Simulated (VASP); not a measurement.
Set up this calculation in VASP 6.6.1, as the native input.

```yaml
Task: single point
Functional: PBE
Potentials_or_basis: VASP PAW PBE potentials, release 64 (Cd)
Cutoff: 500 eV
k_mesh: 10 × 10 × 5
Occupations: fermi-dirac, width 0.05 eV
Spin: no spin polarisation
Dipole_correction: no
Further_INCAR_settings: ALGO = Normal; EDIFF = 1e-06; NBANDS = 19
```

The structure of Cd lies in POSCAR:

```
Cd
1.0
    3.2088904300      0.0000000000      0.0000000000
   -1.6044452150      2.7789806303      0.0000000000
    0.0000000000      0.0000000000      6.0514300200
Cd
2
Direct
    0.6666666667      0.3333333333      0.7500000000
    0.3333333333      0.6666666667      0.2500000000
```

One way to write it, as run:

INCAR

```
ALGO = Normal
EDIFF = 1E-6
ENCUT = 500
GGA = PE
GGA_COMPAT = False
ISIF = 2
ISMEAR = -1
LASPH = True
LCHARG = False
LREAL = False
LWAVE = False
NBANDS = 19
NELM = 120
PREC = Accurate
SIGMA = 0.05
```

KPOINTS

```
k-points
0
Gamma
  10 10 5
```

Potentials or basis: VASP PAW PBE potentials, release 64 (Cd).

The run is started by

```sh
$ cat potpaw_PBE.64/Cd/POTCAR > POTCAR
$ mpirun -np 1 vasp_std > vasp.out
```

Results of the run:

The pressure is -4.3 GPa and the band gap on the k mesh is zero (bands 12 and 13 overlap by 2.80 eV).

Caveat: the cell stands under tension.

It took 9.3 s on 1 thread of Intel(R) Xeon(R) 6975P-C (Granite Rapids) (shared host), peak memory 0.18 GiB.
